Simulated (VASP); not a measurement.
Ti3W2, 5 atoms in the cell. The structure is trigonal, space group R-3m (No. 166). The conventional cell has a = 4.545 Å, b = 4.545 Å, c = 13.692 Å, α = 90.00°, β = 90.00°, γ = 120.00°. Within 3.6 Å of Ti (site symmetry 3m) lie 7 W at 2.72 to 3.21 Å and 7 Ti at 2.76 to 3.15 Å. Ti (site symmetry -3m) has 8 W at 2.71 to 3.21 Å and 6 Ti at 2.76 Å within 3.6 Å. Within 3.6 Å of W (site symmetry 3m) lie 11 Ti at 2.71 to 3.21 Å and 3 W at 2.76 Å. 

* Program: VASP 6.6.1
* Task: single point
* Functional: PBE
* Potentials or basis: VASP PAW PBE potentials, release 64 (Ti_sv, W_sv)
* Cutoff: 520 eV
* k mesh: 6 × 6 × 6
* Occupations: gaussian, width 0.1 eV
* Spin: no spin polarisation
* Dipole correction: no
* Further INCAR settings: ALGO = Fast; EDIFF = 1e-07; NBANDS = 40

Potentials or basis: VASP PAW PBE potentials, release 64 (Ti_sv, W_sv).

Run with:

```bash
$ cat potpaw_PBE.64/Ti_sv/POTCAR potpaw_PBE.64/W_sv/POTCAR > POTCAR
$ mpirun -np 1 vasp_std > vasp.out
```

Hardware: 1 thread of Intel(R) Xeon(R) Platinum 8175M CPU @ 2.50GHz (Skylake/Cascade Lake), with other jobs on the host.

Task: Estimate the wall time of this run.

Result: It took 11 min on 1 thread of Intel(R) Xeon(R) Platinum 8175M CPU @ 2.50GHz (Skylake/Cascade Lake), with other jobs on the host, peak memory 0.28 GiB. Counts: scf iterations 54, k points 32.
